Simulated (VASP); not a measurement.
Runs of VASP 6.6.1 on KTaO3. The structure is that of space group Pm-3m (No. 221), or close to it. The cells are those of the table. 

| level | potentials or basis | cell | cutoff (eV) | smearing | second run | gap on the mesh (eV) | pressure (GPa) |
| --- | --- | --- | --- | --- | --- | --- | --- |
| r2SCAN | VASP PAW PBE potentials, release 64 (K_sv, Ta_pv, O) | a = 3.831 Å, 5 atoms | 520 | gaussian 0.01 eV | - | 2.89 | 35.3 |
| r2SCAN | VASP PAW PBE potentials, release 64 (K_sv, Ta_sv_GW, O) | a = 3.950 Å, 5 atoms | 660 | gaussian 0.01 eV | valence_matched | 2.69 | (b) |
| r2SCAN | VASP PAW PBE potentials, release 64 (K_sv, Ta_pv, O) | a = 3.870 Å, 5 atoms | 520 | gaussian 0.01 eV | - | 2.82 | (a) |
| r2SCAN | VASP PAW PBE potentials, release 64 (K_sv, Ta_sv_GW, O) | a = 3.910 Å, 5 atoms | 660 | gaussian 0.01 eV | valence_matched | (c) | 14.7 |
| PBE | VASP PAW PBE potentials, release 64 (K_sv, Ta_pv, O) | a = 4.030 Å, 5 atoms | 520 | fermi-dirac 0.02 eV | - | 2.11 | -0.2 |

Alike in all rows: task single point; no spin polarisation; k mesh 6 × 6 × 6.

Task: Fill in the values left out.

Result: (a) 24.9; (b) 6.8; (c) 2.77.

Caveats: spin-orbit coupling is left out, which moves the levels of the heavy elements; the PAW data sets were made with another functional, which shifts forces and pressure a little (some runs).

A k mesh can miss the band edges, and the runs leave out spin-orbit coupling on Ta.

The runs don't all hold the same shells in valence.
